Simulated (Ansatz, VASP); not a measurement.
# Two plane-wave programs on Ir

The input INCAR:

```
SYSTEM = Ir
ALGO = Normal
EDIFF = 1E-6
ENCUT = 520
GGA = PE
ISIF = 2
ISMEAR = -1
LASPH = .True.
LCHARG = .False.
LREAL = .False.
LWAVE = .False.
NBANDS = 16
NELM = 60
PREC = Accurate
SIGMA = 0.3
```

Contents of KPOINTS:

```
k-points
0
Gamma
  10 10 5
  0 0 0
```

POSCAR

```
Ir
1.0
    2.7875844942      0.0000000000      0.0000000000
   -1.3937922471      2.4141187405      0.0000000000
    0.0000000000      0.0000000000      4.5210110761
Ir
2
Direct
    0.6666666667      0.3333333333      0.7500000000
    0.3333333333      0.6666666667      0.2500000000
```

Input for Ansatz:

```yaml
crystal:
  lattice:
    - [2.7875844941639514, 0.0, 0.0]
    - [-1.3937922470819757, 2.4141187405247773, 0.0]
    - [0.0, 0.0, 4.521011076072739]
  atoms:
    - { symbol: Ir, position: [0.6666666666666666, 0.3333333333333333, 0.75] }
    - { symbol: Ir, position: [0.3333333333333333, 0.6666666666666666, 0.25] }
basis:
  ecutwfc: 435.382179935808
kpoints:
  mp_grid:
    grid: [10, 10, 5]
hamiltonian:
  xc: pbe
scf:
  max_iter: 80
  convergence:
    dr2_threshold: 1.0e-07
  mixing:
    algorithm: anderson
    beta: 0.5
  occupations:
    method: fermi_dirac
    width: 0.3
output:
  stress: true
```

Alike in both runs: task single point; functional PBE; k mesh 10 × 10 × 5; occupations fermi-dirac, width 0.3 eV; no spin polarisation.

```csv
,VASP,Ansatz
version,VASP 6.6.1,Ansatz 0.2.0
potentials or method,"VASP PAW PBE potentials, release 64 (Ir), cutoff 520 eV","plane waves, PAW"
valence electrons in the cell,18,34
```

```tsv
	VASP	Ansatz	Ansatz less VASP
pressure (GPa)	-9.8	-10.2	-0.40
traceless stress, the component that is largest in VASP (GPa)	-0.17	-0.17	-0.005
```

The functional is the same, so the differences come from potentials, cutoffs and numerics. VASP's potentials hold 18 valence electrons a cell and Ansatz's 34, so a difference there can come from the potentials and not from the codes. Ansatz's warnings: stress scf threshold loose.

Spin-orbit coupling is off throughout.
